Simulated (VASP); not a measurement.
Here is a VASP 6.6.1 calculation.

File INCAR:

```
ALGO = Normal
EDIFF = 1E-7
ENCUT = 520
GGA = CA
ISIF = 2
ISMEAR = 0
LASPH = True
LCHARG = False
LREAL = False
LWAVE = False
NBANDS = 18
NELM = 80
PREC = Accurate
SIGMA = 0.05
```

The input KPOINTS:

```
k-points
0
Gamma
  9 9 4
```

The input POSCAR:

```
LiCl
1.0
    4.1603751408      0.0000000000      0.0000000000
   -2.0801875704      3.6029905612      0.0000000000
    0.0000000000      0.0000000000      6.3571610000
Li Cl
2 2
Direct
    0.6666666667      0.3333333333      0.8760170000
    0.3333333333      0.6666666667      0.3760170000
    0.6666666667      0.3333333333      0.4989840000
    0.3333333333      0.6666666667      0.9989840000
```

Potentials or basis: VASP PAW LDA potentials, release 64 (Li_sv, Cl).

Launch:

```bash
$ cat potpaw_LDA.64/Li_sv/POTCAR potpaw_LDA.64/Cl/POTCAR > POTCAR
$ mpirun -np 1 vasp_std > vasp.out
```

Problem. What does it give for the band gap on the k mesh?

Solution. 5.12 eV.

Problem. Estimate the largest force.

Solution. 0.075 eV/Å.

Forces in eV/Å, atoms in the order of the input:
```
Li   0.000  0.000  0.075
Li   0.000  0.000  0.075
Cl   0.000  0.000 -0.075
Cl   0.000  0.000 -0.075
```

Caveat: the cell differs from its parent crystal (strain +0.0600 x Voigt [1, 1, 0, 0, 0, 0]); an odd mesh through Γ misses points on the zone boundary, where band edges can lie.
